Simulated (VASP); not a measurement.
Set up this calculation in VASP 6.6.1, as the native input.

```yaml
Task: single point
Functional: PBEsol
Potentials_or_basis: VASP PAW PBE potentials, release 64 (Ga_d, N)
Cutoff: 520 eV
k_mesh: 10 × 10 × 10
Occupations: gaussian, width 0.05 eV
Spin: no spin polarisation
Dipole_correction: no
Further_INCAR_settings: ALGO = Normal; EDIFF = 1e-06; NBANDS = 16
```

The structure of GaN lies in POSCAR:

```
GaN
1.0
    0.0000000000      2.2535006075      2.2535006075
    2.2535006075      0.0000000000      2.2535006075
    2.2535006075      2.2535006075      0.0000000000
Ga N
1 1
Direct
    0.0000000000      0.0000000000     -0.0470672237
    0.7500000000      0.7500000000      0.7500000000
```

This cell differs from its parent crystal: atom 1 (Ga) moved by (-0.150, +0.000) A along [1 1 0] and z.

One way to write it, as run:

INCAR

```
PREC     = Accurate       # precision mode
ENCUT    = 520            # plane-wave cutoff, eV
EDIFF    = 1E-6           # SCF threshold, eV
ISMEAR   = 0              # smearing method
SIGMA    = 0.05           # smearing width, eV
LREAL    = F              # projectors in reciprocal space
LASPH    = T              # aspherical terms in the spheres
NELM     = 100            # most SCF steps
ALGO     = Normal         # electronic algorithm
ISIF     = 2              # what is computed and relaxed
LWAVE    = F              # write WAVECAR
LCHARG   = T              # write CHGCAR
GGA      = PS             # functional
LELF     = T              # ELF
LVHAR    = T            
NBANDS   = 16             # bands
```

KPOINTS

```
regular mesh
0
Gamma
  10 10 10
```

Potentials or basis: VASP PAW PBE potentials, release 64 (Ga_d, N).

Run with:

```console
$ cat potpaw_PBE.64/Ga_d/POTCAR potpaw_PBE.64/N/POTCAR > POTCAR
$ mpirun -np 1 vasp_std > vasp.out
```

It gave:

* Pressure: 0.9 GPa
* Largest force: 1.960 eV/Å
* Band gap on the k mesh: 1.45 eV, direct

Caveat: the cell differs from its parent crystal (atom 1 (Ga) moved by (-0.150, +0.000) A along [1 1 0] and z); the PAW data sets were made with another functional, which shifts forces and pressure a little.

Run time: 42 s on 1 thread of Intel(R) Xeon(R) Platinum 8559C (Emerald Rapids) (shared host), peak memory 0.22 GiB.
